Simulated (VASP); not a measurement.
Wanted: the native input for a VASP 6.6.1 run.

```yaml
Task: relaxation of cell and atoms
Functional: PBE
Potentials_or_basis: VASP PAW PBE potentials, release 64 (Co, Sb, H)
Cutoff: 600 eV
k_mesh: 8 × 8 × 6
Occupations: gaussian, width 0.1 eV
Spin: no spin polarisation
Dipole_correction: no
Further_INCAR_settings: ALGO = Normal; EDIFF = 1e-06; IBRION = 2; EDIFFG = -0.01; NSW = 60; ISIF = 3
```

The structure of CoSbH4 lies in POSCAR:

```
CoSbH4
1.0
    2.6303762957     -2.6830382606      0.0000000000
    2.6303762957      2.6830382606      0.0000000000
    0.0000000000      0.0000000000      6.0337893808
Co Sb H
1 1 4
Direct
    0.5000000000      0.5000000000      0.5000000000
    0.0000000000      0.0000000000      0.5000000000
    0.5831081499      0.5831081499      0.7559306821
    0.4168918501      0.4168918501      0.7559306821
    0.4168918501      0.4168918501      0.2440693179
    0.5831081499      0.5831081499      0.2440693179
```

These files were run (other wordings do the same):

INCAR

```
SYSTEM = CoSbH4
PREC = Accurate
ENCUT = 600
EDIFF = 1E-6
ISMEAR = 0
SIGMA = 0.1
LREAL = .FALSE.
LASPH = .TRUE.
NELM = 60
ALGO = Normal
ISIF = 3
LWAVE = .FALSE.
LCHARG = .FALSE.
GGA = PE
IBRION = 2
NSW = 60
EDIFFG = -0.01
```

KPOINTS

```
Automatic mesh
0
G
  8 8 6
  0 0 0
```

Potentials or basis: VASP PAW PBE potentials, release 64 (Co, Sb, H).

The run is started by

```sh
$ cat potpaw_PBE.64/Co/POTCAR potpaw_PBE.64/Sb/POTCAR potpaw_PBE.64/H/POTCAR > POTCAR
$ mpirun -np 1 vasp_std > vasp.out
```

It gave:

- Relaxed volume: 12.16 Å³/atom
- Relaxed cell: a = 3.748 Å, b = 3.748 Å, c = 5.196 Å, α = 90.00°, β = 90.00°, γ = 91.34°
- Space group after relaxing (to 0.1 Å): Cmmm (No. 65)
- Energy gained by relaxing: 9.3 meV/atom
- Ionic steps: 36
- Pressure after relaxing: 0.0 GPa
- Largest force after relaxing: 0.007 eV/Å
- Band gap on the k mesh: zero (bands 9 and 10 overlap by 0.96 eV)

Caveat: spin-orbit coupling is left out, which moves the levels of the heavy elements; the run has no spin polarisation, though such a crystal can be magnetic.

Run time: 19 min on 1 thread of Intel(R) Xeon(R) Platinum 8559C (Emerald Rapids), with other jobs on the host, peak memory 0.31 GiB.
